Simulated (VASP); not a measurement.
# Pd (C2/m) in VASP: electric field gradients with PBEsol

Aim: the electric field gradients of Pd with PBEsol.

All numbers are computed with VASP 6.6.1; they aren't measurements. Logs are shortened: lines on timing, memory, paths and dates and some standing lists are left out, and cuts for length are marked.

## (1) The cell of the first run

It takes space group C2/m (No. 12, monoclinic). Conventional cell: a = 4.847 Å, b = 2.798 Å, c = 4.533 Å, α = 90.00°, β = 90.00°, γ = 90.00°. Pd (site symmetry m) has 12 Pd at 2.56 to 3.06 Å within 3.4 Å.

## (2) Electric field gradients, PBEsol (shortest bond scaled by 1.1)

Contents of INCAR:

```
SYSTEM = Pd
PREC     = Accurate       ! precision mode
ENCUT    = 520            ! plane-wave cutoff, eV
EDIFF    = 1E-8           ! SCF threshold, eV
ISMEAR   = -1             ! smearing method
SIGMA    = 0.05           ! smearing width, eV
LREAL    = .FALSE.        ! projectors in reciprocal space
LASPH    = .TRUE.         ! aspherical terms in the spheres
NELM     = 80             ! most SCF steps
ALGO     = Normal         ! electronic algorithm
ISIF     = 2              ! what is computed and relaxed
LWAVE    = .FALSE.        ! write WAVECAR
LCHARG   = .FALSE.        ! write CHGCAR
GGA      = PS             ! functional
LEFG     = .TRUE.       
NBANDS   = 17             ! bands
```

Contents of KPOINTS:

```
Automatic mesh
0
G
  12 12 7
  0 0 0
```

Contents of POSCAR:

```
Pd
1.0
    2.7983685316      0.0000000000      0.0000000000
   -1.3991842658      2.4234582375      0.0000000000
    0.0000000000      0.0000000000      4.5333570212
Pd
2
Direct
    0.3666666667      0.6833333333      0.2750000000
    0.6333333333      0.3166666667      0.7250000000
```

Potentials or basis: VASP PAW PBE potentials, release 64 (Pd).

Launch:

```
> cat potpaw_PBE.64/Pd/POTCAR > POTCAR
> mpirun -np 1 vasp_std > vasp.out
```

OUTCAR:

```text
SYSTEM = Pd
   PREC = Accurate
   ENCUT = 520
   EDIFF = 1E-8
   ISMEAR = -1
   LREAL = .FALSE.
   LASPH = .TRUE.
   NELM = 80
   ISIF = 2
   GGA = PS

 ion  position               nearest neighbor table
   1  0.367  0.683  0.275-   2 2.56   2 2.56   2 2.71   2 2.93   2 2.93   2 3.06
   2  0.633  0.317  0.725-   1 2.56   1 2.56   1 2.71   1 2.93   1 2.93   1 3.06

  LATTYP: Found a hexagonal cell.
 ALAT       =     2.7983685316
 C/A-ratio  =     1.6200000000

  Lattice vectors:

 A1 = (   2.7983685316,   0.0000000000,   0.0000000000)
 A2 = (  -1.3991842658,   2.4234582375,   0.0000000000)
 A3 = (   0.0000000000,   0.0000000000,   4.5333570212)

Analysis of symmetry for initial positions (statically):
=====================================================================
 Subroutine PRICEL returns:
 Original cell was already a primitive cell.

 Routine SETGRP: Setting up the symmetry group for a
 hexagonal supercell.

 Subroutine GETGRP returns: Found  4 space group operations
 (whereof  4 operations were pure point group operations)
 out of a pool of 24 trial point group operations.

The static configuration has the point symmetry C_2h.

Analysis of symmetry for dynamics (positions and initial velocities):
=====================================================================
 Subroutine PRICEL returns:
 Original cell was already a primitive cell.

 Routine SETGRP: Setting up the symmetry group for a
 hexagonal supercell.

 Subroutine GETGRP returns: Found  4 space group operations
 (whereof  4 operations were pure point group operations)
 out of a pool of 24 trial point group operations.

The dynamic configuration has the point symmetry C_2h.

 Subroutine INISYM returns: Found  4 space group operations
 (whereof  4 operations are pure point group operations),
 and found     1 'primitive' translations

----------------------------------------------------------------------------------------

                                     Primitive cell

  volume of cell :      30.7440

  direct lattice vectors                    reciprocal lattice vectors
     2.798368532  0.000000000  0.000000000     0.357351074  0.206316739  0.000000000
    -1.399184266  2.423458237  0.000000000     0.000000000  0.412633477  0.000000000
     0.000000000  0.000000000  4.533357021     0.000000000  0.000000000  0.220587083

  length of vectors
     2.798368532  2.798368532  4.533357021     0.412633477  0.412633477  0.220587083

  position of ions in fractional coordinates (direct lattice)
     0.366666667  0.683333333  0.275000000
     0.633333333  0.316666667  0.725000000

  ion indices of the primitive-cell ions
   primitive index   ion index
                 1           1
                 2           2

----------------------------------------------------------------------------------------

 KPOINTS: Automatic mesh

Automatic generation of k-mesh.
 Grid dimensions read from file:
 generate k-points for:   12   12    7

 Generating k-lattice:

  Cartesian coordinates                     Fractional coordinates (reciprocal lattice)
     0.029779256  0.017193062  0.000000000     0.083333333  0.000000000  0.000000000
     0.000000000  0.034386123  0.000000000     0.000000000  0.083333333  0.000000000
     0.000000000  0.000000000  0.031512440     0.000000000  0.000000000  0.142857143

  Length of vectors
     0.034386123  0.034386123  0.031512440

  Shift w.r.t. Gamma in fractional coordinates (k-lattice)
     0.000000000  0.000000000  0.000000000

 Subroutine IBZKPT returns following result:
 ===========================================

 Found    277 irreducible k-points:

 Following reciprocal coordinates:
            Coordinates               Weight
  0.000000  0.000000  0.000000      1.000000
  0.083333  0.000000  0.000000      2.000000
  0.000000  0.083333  0.000000      4.000000
  0.166667  0.000000  0.000000      2.000000
  0.000000  0.166667  0.000000      4.000000
  0.250000  0.000000  0.000000      2.000000
[... 16 lines left out ...]
 -0.083333  0.416667  0.000000      4.000000
 -0.416667  0.333333  0.000000      4.000000
 [... further k-points ...]
   k-points           NKPTS =    277   k-points in BZ     NKDIM =    277   number of bands    NBANDS=     17
   number of dos      NEDOS =    301   number of ions     NIONS =      2
   total plane-waves  NPLWV =  20736
   dimension x,y,z NGX =    24 NGY =   24 NGZ =   36
   dimension x,y,z NGXF=    48 NGYF=   48 NGZF=   72
   ions per type =               2
   NGX,Y,Z   is equivalent  to a cutoff of  14.26, 14.26, 13.20 a.u.
   NGXF,Y,Z  is equivalent  to a cutoff of  28.52, 28.52, 26.40 a.u.
 SYSTEM =  Pd
   PREC   = accura    normal or accurate (medium, high low for compatibility)
   ISTART =      0    job   : 0-new  1-cont  2-samecut
   ICHARG =      2    charge: 1-file 2-atom 10-const
   ISPIN  =      1    spin polarized calculation?
   LNONCOLLINEAR =      F non collinear calculations
   LSORBIT =      F    spin-orbit coupling
   LASPH  =      T    aspherical Exc in radial PAW
   ENCUT  =  520.0 eV  38.22 Ry    6.18 a.u.   5.20  5.20  8.43*2*pi/ulx,y,z
   NELM   =     80;   NELMIN=  2; NELMDL= -5     # of ELM steps
   EDIFF  = 0.1E-07   stopping-criterion for ELM
   LREAL  =      F    real-space projection
   EDIFFG = 0.1E-06   stopping-criterion for IOM
   NSW    =      0    number of steps for IOM
   IBRION =     -1    ionic relax: 0-MD 1-quasi-New 2-CG
   NFREE  =      0    steps in history (QN), initial steepest desc. (CG)
   ISIF   =      2    stress and relaxation
   ISYM   =      2    0-nonsym 1-usesym 2-fastsym
   POTIM  = 0.5000    time-step for ionic-motion
   TEBEG  =    0.0;   TEEND  =   0.0 temperature during run
   PSTRESS=    0.0 pullay stress
   NELECT =      20.0000    total number of electrons
   NUPDOWN=      -1.0000    fix difference up-down
   EMIN   =  10.00;   EMAX   =-10.00  energy-range for DOS
   EFERMI =   0.00;   METHOD = LEGACY
   ISMEAR =    -1;   SIGMA  =   0.05  broadening in eV -4-tet -1-fermi 0-gaus
   EFERMI_NEDOS =   21; number of points for ismear=-14 and -15
   IALGO  =     38    algorithm
   IMIX   =      4    mixing-type and parameters
     AMIX     =   0.40;   BMIX     =  1.00
     AMIX_MAG =   1.60;   BMIX_MAG =  1.00
  volume/ion in A,a.u.               =      15.37       103.74
  Fermi-wavevector in a.u.,A,eV,Ry     =   1.418507  2.680589 27.377114  2.012161
  Thomas-Fermi vector in A             =   2.539625
   LORBIT       =      0    0 simple, 1 ext, 2 COOP (PROOUT), +10 PAW based schemes
   GGA     = PS    functional components
   LHFCALC =     F    Hartree Fock is set to
   AEXX    =    0.0000 exact exchange contribution
   IVDW    =     0    specifies the selected vdW correction
   LEPSILON=     F    determine dielectric tensor
   LRPA    =     F    only Hartree local field effects (RPA)
 non-spin polarized calculation
  energy-cutoff  :      520.00
  volume of cell :       30.74
 maximum number of plane-waves:       840
 NGX is ok and might be reduce to    24
   NGX = 11   NGY = 11   NGZ = 17

 number of electron      19.9999999 magnetization

 Free energy of the ion-electron system (eV)
  ---------------------------------------------------
  ext. energy  EPLUGINS =         0.00000000
  ---------------------------------------------------
  free energy    TOTEN  =       -11.59025820 eV

  energy without entropy =      -11.54474051  energy(sigma->0) =      -11.56749935

 E-fermi :   9.0091     XC(G=0): -13.0940

 val. band max:        9.0066100448   @ k =   0.4167  -0.3333   0.2857
 cond. band min:       9.0109717360   @ k =   0.2500   0.1667   0.2857
 fundamental gap:      0.0043616911
 Fermi energy:         9.0090998975

 k-point     1 :       0.0000    0.0000    0.0000
  band No.  band energies     occupation
      1       2.0151      2.00000
      2       3.7926      2.00000
      3       6.1370      2.00000
      4       6.2259      2.00000
      5       6.3550      2.00000
      6       6.3897      2.00000
[... 9 lines left out ...]
     16      28.5712      0.00000
     17      29.9624      0.00000

 k-point     2 :       0.0833    0.0000    0.0000
  band No.  band energies     occupation
      1       2.2270      2.00000
      2       3.9219      2.00000
      3       5.9809      2.00000
      4       6.3455      2.00000
      5       6.3937      2.00000
      6       6.4283      2.00000
[... 9 lines left out ...]
     16      28.6388      0.00000
     17      28.8371      0.00000
[... 421 lines left out ...]
 k-point    24 :      -0.4167    0.3333    0.0000
  band No.  band energies     occupation
      1       4.2507      2.00000
      2       4.5749      2.00000
      3       4.7133      2.00000
      4       6.1121      2.00000
      5       6.3798      2.00000
      6       6.5609      2.00000
[... 9 lines left out ...]
     16      23.8392      0.00000
     17      24.7592      0.00000

 [... further k-points ...]
[... 5 lines left out ...]
  --------------------------------------------------------------------------------------
  -------------------------------------------------------------------------------------
  Total       -1.2554441     -0.7727038      0.1496036     -0.4180654      0.1525200      0.2641723
  in kB      -65.4255830    -40.2682970      7.7963671    -21.7868487      7.9483497     13.7669447
  external PRESSURE =     -32.6325043 kB  Pullay stress =       0.0000000 kB

 VOLUME and BASIS-vectors are now :
 -----------------------------------------------------------------------------
  energy-cutoff  :      520.00
  volume of cell :       30.74
      direct lattice vectors                 reciprocal lattice vectors
     2.798368532  0.000000000  0.000000000     0.357351074  0.206316739  0.000000000
    -1.399184266  2.423458237  0.000000000     0.000000000  0.412633477  0.000000000
     0.000000000  0.000000000  4.533357021     0.000000000  0.000000000  0.220587083

 POSITION                                       TOTAL-FORCE (eV/Angst)
 -----------------------------------------------------------------------------------
      0.06996      1.65603      1.24667        -0.139667     -0.080637     -1.969253
      1.32923      0.76743      3.28668         0.139667      0.080637      1.969253
 -----------------------------------------------------------------------------------
    total drift:                               -0.000000      0.000000     -0.000000

  FREE ENERGIE OF THE ION-ELECTRON SYSTEM (eV)
  ---------------------------------------------------
  free  energy   TOTEN  =       -11.5902582009 eV

  energy  without entropy=      -11.5447405054  energy(sigma->0) =      -11.56749935

 Electric field gradients (V/A^2)
---------------------------------------------------------------------
 ion       V_xx      V_yy      V_zz      V_xy      V_xz      V_yz
---------------------------------------------------------------------
   1      -1.689    -1.259     2.948    -0.373     8.284     4.783
   2      -1.689    -1.259     2.948    -0.373     8.284     4.783
---------------------------------------------------------------------

 Electric field gradients after diagonalization (V/A^2)
 (convention: |V_zz| > |V_xx| > |V_yy|)
----------------------------------------------------------------------
 ion       V_xx      V_yy      V_zz     asymmetry (V_yy - V_xx)/ V_zz
----------------------------------------------------------------------
   1      -9.347    -1.043    10.390       0.799
   2      -9.347    -1.043    10.390       0.799
----------------------------------------------------------------------

           NMR quadrupolar parameters

 Cq : quadrupolar parameter    Cq=e*Q*V_zz/h
 eta: asymmetry parameters     (V_yy - V_xx)/ V_zz
 Q  : nuclear electric quadrupole moment in mb (millibarn)
----------------------------------------------------------------------
 ion       Cq(MHz)       eta       Q (mb)
----------------------------------------------------------------------
   1       0.025       0.799       1.000
   2       0.025       0.799       1.000
----------------------------------------------------------------------
```

Run time: 73 s. Hardware: 1 thread of AMD EPYC 9R45 (Zen 5), shared host; peak memory 0.21 GiB.

Results:

```yaml
Free_energy: -11.5903 eV
Pressure: -3.3 GPa
Largest_force: 1.976 eV/Å
Band_gap_on_the_k_mesh: zero (band 10 reaches 9.25 eV, above the bottom of band 11 at 8.58 eV)
```

Forces in eV/Å, atoms in the order of the input:
```
Pd  -0.140 -0.081 -1.969
Pd   0.140  0.081  1.969
```

Levels at points of the mesh, in eV from the Fermi level:
```csv
k point,band 7,band 8,band 9,band 10,band 11,band 12,band 13,band 14
"(0.00, 0.00, 0.00)",-2.31,-1.78,-1.34,-0.50,0.07,1.18,6.67,16.66
"(0.50, 0.00, 0.00)",-1.41,-0.06,-0.05,0.24,1.97,4.66,8.18,9.99
"(0.00, 0.50, 0.00)",-1.95,-0.19,-0.07,0.20,2.61,4.05,9.03,11.20
```

Electric field gradients, principal values (V/Å²):
| atom | least | middle | greatest (by size) |
| --- | --- | --- | --- |
| 1 Pd | -1.043 | -9.347 | 10.390 |
| 2 Pd | -1.043 | -9.347 | 10.390 |

Caveat: the cell differs from its parent crystal (shortest bond scaled by 1.1); without QUAD_EFG the Cq values of the log hold for a quadrupole moment of 1 mb, not for the nuclei; the PAW data sets were made with another functional, which shifts forces and pressure a little.
